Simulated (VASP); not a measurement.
A run of VASP 6.6.1 is set up as follows.

The input INCAR:

```
SYSTEM = Sn
PREC = Accurate
ENCUT = 520
EDIFF = 1E-7
ISMEAR = 1
SIGMA = 0.1
LREAL = .FALSE.
LASPH = .TRUE.
NELM = 60
ALGO = Normal
ISIF = 2
LWAVE = .FALSE.
LCHARG = .TRUE.
GGA = CA
LELF = .TRUE.
LVHAR = .TRUE.
NBANDS = 21
```

File KPOINTS:

```
Automatic mesh
0
G
  11 11 8
  0 0 0
```

The input POSCAR:

```
Sn
1.0
   -2.8994216605      2.9008009606      1.5581694818
    2.9008009606     -2.8994216605      1.5581694818
    2.8985835788      2.8985835788     -1.5556411493
Sn
2
Direct
    0.0000164062      0.9999835938      0.0000000000
    0.7499835938      0.2500164062      0.5000000000
```

Potentials or basis: VASP PAW LDA potentials, release 64 (Sn_d).

Run with:

```sh
$ cat potpaw_LDA.64/Sn_d/POTCAR > POTCAR
$ mpirun -np 1 vasp_std > vasp.out
```

Task: Predict the band gap on the k mesh.

Result: Zero (bands 14 and 15 overlap by 3.81 eV).

Task: What does it give for the largest force?

Result: 0.005 eV/Å.

Task: Estimate the pressure.

Result: 0.0 GPa.

Stress tensor (GPa, compression positive):
```
 0.05  0.03 -0.08
 0.03  0.05 -0.08
-0.08 -0.08 -0.13
```

Caveat: spin-orbit coupling is left out, which moves the levels of the heavy elements.
